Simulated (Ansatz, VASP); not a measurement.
## Al: VASP beside Ansatz

The input INCAR:

```
SYSTEM = Al
PREC = Accurate
ENCUT = 520
EDIFF = 1E-6
ISMEAR = 0
SIGMA = 0.15
LREAL = .False.
LASPH = .True.
NELM = 100
ALGO = Fast
ISIF = 2
LWAVE = .False.
LCHARG = .False.
GGA = PS
NBANDS = 10
```

Contents of KPOINTS:

```
regular mesh
0
Gamma
  18 18 10
  0 0 0
```

Contents of POSCAR:

```
Al
1.0
    2.9694000000      0.0000000000      0.0000000000
   -1.4847000000      2.5715758340      0.0000000000
    0.0000000000      0.0000000000      4.2672000000
Al
2
Direct
    0.6666666667      0.3333333333      0.7500000000
    0.3333333333      0.6666666667      0.2500000000
```

Input for Ansatz:

```yaml
crystal:
  lattice:
    - [2.9694, 0.0, 0.0]
    - [-1.4847, 2.571575834, 0.0]
    - [0.0, 0.0, 4.2672]
  atoms:
    - { symbol: Al, position: [0.6666666667, 0.3333333333, 0.75] }
    - { symbol: Al, position: [0.3333333333, 0.6666666667, 0.25] }
basis:
  ecutwfc: 420
kpoints:
  mp_grid: { grid: [18, 18, 10] }
hamiltonian:
  xc: pbesol
  pseudopotentials: { kind: paw, azcp: { folder: soft_1 } }
scf:
  occupations: { method: gaussian, width: 0.15 }
output:
  forces: true
  stress: true
  eigenvalues: true
  write_density: true
  write_potential: true
  elf: true
  volumetric_format: npy
```

Alike in both runs: task single point; functional PBEsol; k mesh 18 × 18 × 10; occupations gaussian, width 0.15 eV; no spin polarisation.

```csv
,VASP,Ansatz
version,VASP 6.6.1,Ansatz 0.2.0
potentials or method,"VASP PAW PBE potentials, release 64 (Al), cutoff 520 eV","scalar-relativistic, plane waves, PAW"
valence electrons in the cell,6,6
```

Ansatz gave:

```
gap on the k mesh at the Fermi level (eV)                     : none
pressure (GPa)                                                : 1.6
traceless stress, the component that is largest in VASP (GPa) : 5.84
```

Q: Estimate VASP's values.

A: gap on the k mesh at the Fermi level (eV): none; pressure (GPa): 1.7; traceless stress, the component that is largest in VASP (GPa): 5.88.

VASP's potentials were made for PBE, not for PBEsol, and Ansatz warns of the same on its side. A gap of «none» marks a metal or a gap that the smearing closes.
